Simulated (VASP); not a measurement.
Here is a VASP 6.6.1 calculation.

INCAR

```
  ALGO = Fast
  EDIFF = 1E-7
  ENCUT = 520
  GGA = CA
  ISIF = 2
  ISMEAR = 0
  LASPH = True
  LCHARG = False
  LREAL = False
  LWAVE = False
  NBANDS = 10
  NELM = 80
  PREC = Accurate
  SIGMA = 0.15
```

The input KPOINTS:

```
k-points
0
Gamma
  22 22 22
```

POSCAR

```
Ir
1.0
    0.0000000000      1.7661240000      2.0732760000
    1.7661240000      0.0000000000      2.0732760000
    1.7661240000      1.7661240000      0.0000000000
Ir
1
Direct
    0.0000000000      0.0000000000      0.0000000000
```

Potentials or basis: VASP PAW LDA potentials, release 64 (Ir).

Command:

```sh
$ cat potpaw_LDA.64/Ir/POTCAR > POTCAR
$ mpirun -np 1 vasp_std > vasp.out
```

What does it give for the pressure?

44.1 GPa.

Stress tensor (GPa, compression positive):
```
68.94  0.00  0.00
 0.00 68.94  0.00
 0.00  0.00 -5.67
```

Caveat: the cell differs from its parent crystal (strain -0.080 along x and y, +0.080 along z).
